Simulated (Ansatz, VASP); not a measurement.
# One calculation of LiH, two programs

INCAR

```
SYSTEM = LiH
PREC = Accurate
ENCUT = 520
EDIFF = 1E-8
ISMEAR = -1
SIGMA = 0.03
LREAL = .FALSE.
LASPH = .TRUE.
NELM = 100
ALGO = Normal
ISIF = 2
LWAVE = .FALSE.
LCHARG = .FALSE.
LEFG = .TRUE.
NBANDS = 9
```

KPOINTS

```
Automatic mesh
0
G
  11 11 11
  0 0 0
```

Contents of POSCAR:

```
LiH
1.0
    0.0000000000      1.9918500000      2.0325000000
    1.9918500000      0.0000000000      2.0325000000
    1.9918500000      1.9918500000      0.0000000000
Li H
1 1
Direct
    0.0000000000      0.0000000000      0.0000000000
    0.5000000000      0.5000000000      0.5000000000
```

Input for Ansatz:

```yaml
crystal:
  lattice:
    - [0.0, 1.99185, 2.0325]
    - [1.99185, 0.0, 2.0325]
    - [1.99185, 1.99185, 0.0]
  atoms:
    - { symbol: Li, position: [0.0, 0.0, 0.0] }
    - { symbol: H, position: [0.5, 0.5, 0.5] }
kpoints:
  mp_grid: { grid: [11, 11, 11] }
scf:
  occupations: { method: fermi_dirac, width: 0.03 }
hamiltonian:
  xc: lda
  pseudopotentials: { kind: all_electron, datasets: crystal }
output:
  forces: true
  stress: true
  eigenvalues: true
  efg: { contact_densities: true }
```

Change from the starting cell: equal xx and yy strain of -2 %, crystal datasets.

Alike in both runs: task electric field gradients; functional LDA; k mesh 11 × 11 × 11; occupations fermi-dirac, width 0.03 eV; no spin polarisation.

|  | VASP | Ansatz |
| --- | --- | --- |
| version | VASP 6.6.1 | Ansatz 0.2.0 |
| potentials or method | VASP PAW LDA potentials, release 64 (Li_sv, H), cutoff 520 eV | all-electron PAW with datasets made for the crystal, scalar-relativistic |

```tsv
	VASP	Ansatz	Ansatz less VASP
gap on the k mesh at the Fermi level (eV)	2.59	2.59	+0.010
size of Vzz on the site where it differs most (V/Å²)	0.1	0.2	+0.06
```

LDA's correlation is that of Perdew and Zunger in VASP and of Perdew and Wang (1992) in Ansatz. Ansatz ran all-electron here, and VASP with PAW potentials.

Noted on VASP's run: the cutoff is short for stress, so the pressure is rough.
